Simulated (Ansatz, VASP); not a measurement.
TiAl in VASP and in Ansatz

```
CELL_PARAMETERS angstrom
3.07965 0.00000 0.00000
0.00000 3.07965 0.00000
0.00000 0.00000 3.38762
ATOMIC_POSITIONS crystal
Ti 0.00000 0.00000 0.00000
Al 0.50000 0.50000 0.50000
```

Alike in both runs: task single point; functional r2SCAN; k mesh 16 × 16 × 16; occupations gaussian, width 0.15 eV; no spin polarisation.

```csv
,VASP,Ansatz
version,VASP 6.6.1,Ansatz 0.2.0
potentials or method,"VASP PAW PBE potentials, release 64 (Ti_sv, Al), cutoff 520 eV","scalar-relativistic, plane waves, PAW"
valence electrons in the cell,15,15
```

```csv
,VASP,Ansatz,Ansatz less VASP
gap on the k mesh at the Fermi level (eV),none,none,-
pressure (GPa),-0.5,-0.6,-0.13
"traceless stress, the component that is largest in VASP (GPa)",4.07,4.06,-0.011
```

VASP's potentials were made for PBE, not for r2SCAN. A gap of «none» marks a metal or a gap that the smearing closes.
